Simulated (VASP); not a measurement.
# Al3Ni5 (Cmm2) in VASP: single point with PBEsol

Aim: the single point of Al3Ni5 with PBEsol.

Everything below comes from runs of VASP 6.6.1. Logs are shortened: lines on timing, memory, paths and dates and some standing lists are left out, and cuts for length are marked.

## (1) The cell of the first run

The structure is orthorhombic, space group Cmm2 (No. 35). The conventional cell has a = 6.587 Å, b = 7.384 Å, c = 3.720 Å, α = 90.00°, β = 90.00°, γ = 90.00°. Within 3.0 Å of Al (site symmetry mm2) lie 8 Ni at 2.28 to 2.48 Å and 4 Al at 2.78 Å. Within 3.1 Å of Al (site symmetry m) lie 10 Ni at 2.38 to 2.59 Å and 2 Al at 2.78 Å. Ni (site symmetry mm2) has 4 Al at 2.38 to 2.57 Å and 8 Ni at 2.47 to 2.60 Å within 3.1 Å. Within 3.3 Å of Ni (site symmetry 2) lie 6 Al at 2.40 to 2.59 Å and 8 Ni at 2.47 to 3.29 Å. Ni (site symmetry m) has 6 Al at 2.28 to 2.54 Å and 7 Ni at 2.60 to 2.95 Å within 3.0 Å.

## (2) Single point, PBEsol (all Al atoms moved +0.125 Å, as atom 1 along Cartesian [0 0 1])

Input file INCAR:

```
PREC     = Accurate       # precision mode
ENCUT    = 520            # plane-wave cutoff, eV
EDIFF    = 1E-6           # SCF threshold, eV
ISMEAR   = 0              # smearing method
SIGMA    = 0.15           # smearing width, eV
LREAL    = F              # projectors in reciprocal space
LASPH    = T              # aspherical terms in the spheres
NELM     = 60             # most SCF steps
ALGO     = Fast           # electronic algorithm
ISIF     = 2              # what is computed and relaxed
LWAVE    = F              # write WAVECAR
LCHARG   = T              # write CHGCAR
GGA      = PS             # functional
LELF     = T              # ELF
LVHAR    = T            
NBANDS   = 40             # bands
```

Input file KPOINTS:

```
Automatic mesh
0
Gamma
  8 8 10
```

Input file POSCAR:

```
Al3Ni5
1.0
    3.2933322760     -3.6919375971      0.0000000000
    3.2933322760      3.6919375971      0.0000000000
    0.0000000000      0.0000000000      3.7203545651
Al Ni
3 5
Direct
    0.5000000000      0.5000000000      0.0335989481
    0.7796888787      0.2203111213      0.5335989481
    0.2203111213      0.7796888787      0.5335989481
    0.0000000000      0.0000000000      0.0000000000
    0.0000000000      0.5000000000      0.0000000000
    0.5000000000      0.0000000000      0.0000000000
    0.2762373066      0.2762373066      0.5000000000
    0.7237626934      0.7237626934      0.5000000000
```

Potentials or basis: VASP PAW PBE potentials, release 64 (Al, Ni).

Run with:

```bash
cat potpaw_PBE.64/Al/POTCAR potpaw_PBE.64/Ni/POTCAR > POTCAR
mpirun -np 1 vasp_std > vasp.out
```

OUTCAR:

```text
PREC = Accurate
   ENCUT = 520
   EDIFF = 1E-6
   ISMEAR = 0
   LREAL = F
   LASPH = T
   NELM = 60
   ISIF = 2
   GGA = PS

 ion  position               nearest neighbor table
   1  0.500  0.500  0.034-   7 2.28   8 2.28   7 2.47   8 2.47   5 2.48   6 2.48   6 2.48   5 2.48
                             2 2.78   3 2.78   2 2.78   3 2.78
   2  0.780  0.220  0.534-   4 2.38   5 2.40   6 2.40   7 2.44   8 2.44   8 2.54   7 2.54   4 2.57
                             6 2.59   5 2.59   1 2.78   1 2.78   3 3.25   3 3.32   3 3.32
   3  0.220  0.780  0.534-   4 2.38   5 2.40   6 2.40   7 2.44   8 2.44   8 2.54   7 2.54   4 2.57
                             6 2.59   5 2.59   1 2.78   1 2.78   2 3.25   2 3.32   2 3.32
   4  0.000  0.000  0.000-   2 2.38   3 2.38   5 2.47   6 2.47   5 2.47   6 2.47   2 2.57   3 2.57
                             7 2.60   8 2.60   7 2.60   8 2.60
   5  0.000  0.500  0.000-   2 2.40   3 2.40   4 2.47   4 2.47   1 2.48   1 2.48   2 2.59   3 2.59
                             7 2.63   8 2.63   7 2.63   8 2.63
   6  0.500  0.000  0.000-   2 2.40   3 2.40   4 2.47   4 2.47   1 2.48   1 2.48   2 2.59   3 2.59
                             7 2.63   8 2.63   7 2.63   8 2.63
   7  0.276  0.276  0.500-   1 2.28   2 2.44   3 2.44   1 2.47   2 2.54   3 2.54   4 2.60   4 2.60
                             6 2.63   5 2.63   5 2.63   6 2.63   8 2.95
   8  0.724  0.724  0.500-   1 2.28   2 2.44   3 2.44   1 2.47   2 2.54   3 2.54   4 2.60   4 2.60
                             5 2.63   6 2.63   6 2.63   5 2.63   7 2.95

  LATTYP: Found a base centered orthorhombic cell.
 ALAT       =     6.5866645520
 B/A-ratio  =     1.1210340432
 C/A-ratio  =     0.5648313400

  Lattice vectors:

 A1 = (   3.2933322760,  -3.6919375971,   0.0000000000)
 A2 = (   3.2933322760,   3.6919375971,   0.0000000000)
 A3 = (   0.0000000000,   0.0000000000,   3.7203545651)

Analysis of symmetry for initial positions (statically):
=====================================================================
 Subroutine PRICEL returns:
 Original cell was already a primitive cell.

 Routine SETGRP: Setting up the symmetry group for a
 base centered orthorhombic supercell.

 Subroutine GETGRP returns: Found  4 space group operations
 (whereof  4 operations were pure point group operations)
 out of a pool of  8 trial point group operations.

The static configuration has the point symmetry C_2v.

Analysis of symmetry for dynamics (positions and initial velocities):
=====================================================================
 Subroutine PRICEL returns:
 Original cell was already a primitive cell.

 Routine SETGRP: Setting up the symmetry group for a
 base centered orthorhombic supercell.

 Subroutine GETGRP returns: Found  4 space group operations
 (whereof  4 operations were pure point group operations)
 out of a pool of  8 trial point group operations.

The dynamic configuration has the point symmetry C_2v.

 Subroutine INISYM returns: Found  4 space group operations
 (whereof  4 operations are pure point group operations),
 and found     1 'primitive' translations

----------------------------------------------------------------------------------------

                                     Primitive cell

  volume of cell :      90.4699

  direct lattice vectors                    reciprocal lattice vectors
     3.293332276 -3.691937597  0.000000000     0.151821911 -0.135430241  0.000000000
     3.293332276  3.691937597  0.000000000     0.151821911  0.135430241  0.000000000
     0.000000000  0.000000000  3.720354565     0.000000000  0.000000000  0.268791585

  length of vectors
     4.947367047  4.947367047  3.720354565     0.203448379  0.203448379  0.268791585

  position of ions in fractional coordinates (direct lattice)
     0.500000000  0.500000000  0.033598948
     0.779688879  0.220311121  0.533598948
     0.220311121  0.779688879  0.533598948
     0.000000000  0.000000000  0.000000000
     1.000000000  0.500000000  0.000000000
     0.500000000  1.000000000  0.000000000
     0.276237307  0.276237307  0.500000000
     0.723762693  0.723762693  0.500000000

  ion indices of the primitive-cell ions
   primitive index   ion index
                 1           1
                 2           2
                 3           3
                 4           4
                 5           5
                 6           6
                 7           7
                 8           8

----------------------------------------------------------------------------------------

 KPOINTS: Automatic mesh

Automatic generation of k-mesh.
 Grid dimensions read from file:
 generate k-points for:    8    8   10

 Generating k-lattice:

  Cartesian coordinates                     Fractional coordinates (reciprocal lattice)
     0.018977739 -0.016928780  0.000000000     0.125000000 -0.000000000  0.000000000
     0.018977739  0.016928780  0.000000000    -0.000000000  0.125000000  0.000000000
     0.000000000  0.000000000  0.026879158     0.000000000  0.000000000  0.100000000

  Length of vectors
     0.025431047  0.025431047  0.026879158

  Shift w.r.t. Gamma in fractional coordinates (k-lattice)
     0.000000000  0.000000000  0.000000000

 Subroutine IBZKPT returns following result:
 ===========================================

 Found    126 irreducible k-points:

 Following reciprocal coordinates:
            Coordinates               Weight
  0.000000  0.000000  0.000000      1.000000
  0.125000  0.000000  0.000000      4.000000
  0.250000  0.000000  0.000000      4.000000
  0.375000  0.000000  0.000000      4.000000
  0.500000  0.000000  0.000000      2.000000
  0.125000  0.125000  0.000000      2.000000
[... 16 lines left out ...]
  0.125000  0.000000  0.100000      8.000000
  0.250000  0.000000  0.100000      8.000000
 [... further k-points ...]
   k-points           NKPTS =    126   k-points in BZ     NKDIM =    126   number of bands    NBANDS=     40
   number of dos      NEDOS =    301   number of ions     NIONS =      8
   total plane-waves  NPLWV =  44800
   dimension x,y,z NGX =    40 NGY =   40 NGZ =   28
   dimension x,y,z NGXF=    80 NGYF=   80 NGZF=   56
   ions per type =               3   5
   NGX,Y,Z   is equivalent  to a cutoff of  13.44, 13.44, 12.51 a.u.
   NGXF,Y,Z  is equivalent  to a cutoff of  26.88, 26.88, 25.02 a.u.
 SYSTEM =  unknown system
   PREC   = accura    normal or accurate (medium, high low for compatibility)
   ISTART =      0    job   : 0-new  1-cont  2-samecut
   ICHARG =      2    charge: 1-file 2-atom 10-const
   ISPIN  =      1    spin polarized calculation?
   LNONCOLLINEAR =      F non collinear calculations
   LSORBIT =      F    spin-orbit coupling
   LASPH  =      T    aspherical Exc in radial PAW
   ENCUT  =  520.0 eV  38.22 Ry    6.18 a.u.   9.20  9.20  6.92*2*pi/ulx,y,z
   NELM   =     60;   NELMIN=  2; NELMDL= -5     # of ELM steps
   EDIFF  = 0.1E-05   stopping-criterion for ELM
   LREAL  =      F    real-space projection
   EDIFFG = 0.1E-04   stopping-criterion for IOM
   NSW    =      0    number of steps for IOM
   IBRION =     -1    ionic relax: 0-MD 1-quasi-New 2-CG
   NFREE  =      0    steps in history (QN), initial steepest desc. (CG)
   ISIF   =      2    stress and relaxation
   ISYM   =      2    0-nonsym 1-usesym 2-fastsym
   POTIM  = 0.5000    time-step for ionic-motion
   TEBEG  =    0.0;   TEEND  =   0.0 temperature during run
   PSTRESS=    0.0 pullay stress
   NELECT =      59.0000    total number of electrons
   NUPDOWN=      -1.0000    fix difference up-down
   EMIN   =  10.00;   EMAX   =-10.00  energy-range for DOS
   EFERMI =   0.00;   METHOD = LEGACY
   ISMEAR =     0;   SIGMA  =   0.15  broadening in eV -4-tet -1-fermi 0-gaus
   EFERMI_NEDOS =   21; number of points for ismear=-14 and -15
   IALGO  =     68    algorithm
   IMIX   =      4    mixing-type and parameters
     AMIX     =   0.40;   BMIX     =  1.00
     AMIX_MAG =   1.60;   BMIX_MAG =  1.00
  volume/ion in A,a.u.               =      11.31        76.32
  Fermi-wavevector in a.u.,A,eV,Ry     =   1.419681  2.682808 27.422461  2.015494
  Thomas-Fermi vector in A             =   2.540676
   LORBIT       =      0    0 simple, 1 ext, 2 COOP (PROOUT), +10 PAW based schemes
   GGA     = PS    functional components
   LHFCALC =     F    Hartree Fock is set to
   AEXX    =    0.0000 exact exchange contribution
   IVDW    =     0    specifies the selected vdW correction
   LEPSILON=     F    determine dielectric tensor
   LRPA    =     F    only Hartree local field effects (RPA)
 non-spin polarized calculation
 RMM-DIIS sequential band-by-band and
 Gauss-broadening in eV      SIGMA  =   0.15
  energy-cutoff  :      520.00
  volume of cell :       90.47
 maximum number of plane-waves:      2461
 NGX is ok and might be reduce to    40
   NGX = 19   NGY = 19   NGZ = 13

 number of electron      58.9999930 magnetization

 Free energy of the ion-electron system (eV)
  ---------------------------------------------------
  ext. energy  EPLUGINS =         0.00000000
  ---------------------------------------------------
  free energy    TOTEN  =       -47.42729561 eV

  energy without entropy =      -47.38440737  energy(sigma->0) =      -47.40585149

 E-fermi :  10.0641     XC(G=0): -12.6224

 val. band max:       10.0565911539   @ k =   0.3750   0.3750   0.4000
 cond. band min:      10.0656743266   @ k =  -0.3750   0.3750   0.4000
 fundamental gap:      0.0090831727
 Fermi energy:        10.0640627229

 k-point     1 :       0.0000    0.0000    0.0000
  band No.  band energies     occupation
      1      -0.8125      2.00000
      2       3.9563      2.00000
      3       4.1090      2.00000
      4       4.9887      2.00000
      5       5.6046      2.00000
      6       5.7428      2.00000
[... 32 lines left out ...]
     39      17.0671      0.00000
     40      17.2354      0.00000

 k-point     2 :       0.1250    0.0000    0.0000
  band No.  band energies     occupation
      1      -0.7141      2.00000
      2       3.3928      2.00000
      3       4.3039      2.00000
      4       5.0123      2.00000
      5       5.5460      2.00000
      6       5.9909      2.00000
[... 32 lines left out ...]
     39      17.3152      0.00000
     40      17.5272      0.00000

 k-point     3 :       0.2500    0.0000    0.0000
  band No.  band energies     occupation
      1      -0.4222      2.00000
      2       2.4946      2.00000
      3       4.4959      2.00000
      4       5.1031      2.00000
      5       5.5970      2.00000
      6       6.0275      2.00000
[... 32 lines left out ...]
     39      17.5417      0.00000
     40      18.2262      0.00000

 k-point     4 :       0.3750    0.0000    0.0000
  band No.  band energies     occupation
      1       0.0485      2.00000
      2       1.5935      2.00000
      3       4.7424      2.00000
      4       5.1572      2.00000
      5       5.5686      2.00000
      6       6.0677      2.00000
[... 32 lines left out ...]
     39      17.2852      0.00000
     40      17.6068      0.00000
[... 772 lines left out ...]
     39      16.7961      0.00000
     40      17.0930      0.00000

 k-point    23 :       0.1250    0.0000    0.1000
  band No.  band energies     occupation
      1      -0.6039      2.00000
      2       3.4581      2.00000
      3       4.3414      2.00000
      4       5.0758      2.00000
      5       5.5488      2.00000
      6       6.0454      2.00000
[... 32 lines left out ...]
     39      17.3459      0.00000
     40      17.6133      0.00000

 k-point    24 :       0.2500    0.0000    0.1000
  band No.  band energies     occupation
      1      -0.3133      2.00000
      2       2.5812      2.00000
      3       4.5361      2.00000
      4       5.1553      2.00000
      5       5.6194      2.00000
      6       6.0536      2.00000
[... 32 lines left out ...]
     39      17.3262      0.00000
     40      17.5902      0.00000

 [... further k-points ...]
[... 5 lines left out ...]
  --------------------------------------------------------------------------------------
  -------------------------------------------------------------------------------------
  Total        0.7634754      0.3239558      0.9790444      0.0000000      0.0000000      0.0000000
  in kB       13.5207690      5.7370961     17.3383895      0.0000000      0.0000000      0.0000000
  external PRESSURE =      12.1987515 kB  Pullay stress =       0.0000000 kB

 VOLUME and BASIS-vectors are now :
 -----------------------------------------------------------------------------
  energy-cutoff  :      520.00
  volume of cell :       90.47
      direct lattice vectors                 reciprocal lattice vectors
     3.293332276 -3.691937597  0.000000000     0.151821911 -0.135430241  0.000000000
     3.293332276  3.691937597  0.000000000     0.151821911  0.135430241  0.000000000
     0.000000000  0.000000000  3.720354565     0.000000000  0.000000000  0.268791585

 POSITION                                       TOTAL-FORCE (eV/Angst)
 -----------------------------------------------------------------------------------
      3.29333      0.00000      0.12500         0.000000      0.000000     -1.344402
      3.29333     -2.06519      1.98518         0.000000      0.059074     -0.970867
      3.29333      2.06519      1.98518         0.000000     -0.059074     -0.970867
      0.00000      0.00000      0.00000         0.000000      0.000000      0.725773
      1.64667      1.84597      0.00000         0.000000     -0.000000      0.632545
      1.64667     -1.84597      0.00000         0.000000      0.000000      0.632545
      1.81948      0.00000      1.86018        -0.137227      0.000000      0.647636
      4.76718      0.00000      1.86018         0.137227      0.000000      0.647636
 -----------------------------------------------------------------------------------
    total drift:                               -0.000000     -0.000000     -0.000210

  FREE ENERGIE OF THE ION-ELECTRON SYSTEM (eV)
  ---------------------------------------------------
  free  energy   TOTEN  =       -47.4272956136 eV

  energy  without entropy=      -47.3844073719  energy(sigma->0) =      -47.40585149
```

Wall time 13 min (1 thread of Intel Xeon 8259CL, shared host); peak memory 0.45 GiB.

Results:

```
Free energy            : -47.4273 eV
Pressure               : 1.2 GPa
Largest force          : 1.344 eV/Å
Band gap on the k mesh : zero (an odd number of electrons rules out a gap without spin polarisation)
```

Forces in eV/Å, atoms in the order of the input:
```
Al   0.000  0.000 -1.344
Al   0.000  0.059 -0.971
Al   0.000 -0.059 -0.971
Ni   0.000  0.000  0.726
Ni   0.000  0.000  0.633
Ni   0.000  0.000  0.633
Ni  -0.137  0.000  0.648
Ni   0.137  0.000  0.648
```

Levels at points of the mesh, in eV from the Fermi level:
```
           k point  band 26  band 27  band 28  band 29  band 30  band 31  band 32  band 33
(0.00, 0.00, 0.00)    -0.92    -0.87    -0.74    -0.66    -0.55     0.08     0.45     2.00
(0.50, 0.00, 0.00)    -1.00    -0.99    -0.76    -0.30    -0.28     1.13     2.02     2.25
(0.50, 0.50, 0.00)    -1.13    -1.09    -1.02    -0.55     3.09     3.30     3.57     3.74
(0.00, 0.00, 0.50)    -1.44    -1.22    -1.11    -0.72    -0.71    -0.35     2.14     2.49
(0.50, 0.00, 0.50)    -1.24    -1.16    -1.11    -0.57     0.70     0.97     1.00     1.02
(0.50, 0.50, 0.50)    -1.35    -1.28    -1.26    -1.06    -0.15    -0.13     0.11     0.15
```

Caveat: the cell differs from its parent crystal (all Al atoms moved +0.125 Å, as atom 1 along Cartesian [0 0 1]); the PAW data sets were made with another functional, which shifts forces and pressure a little.
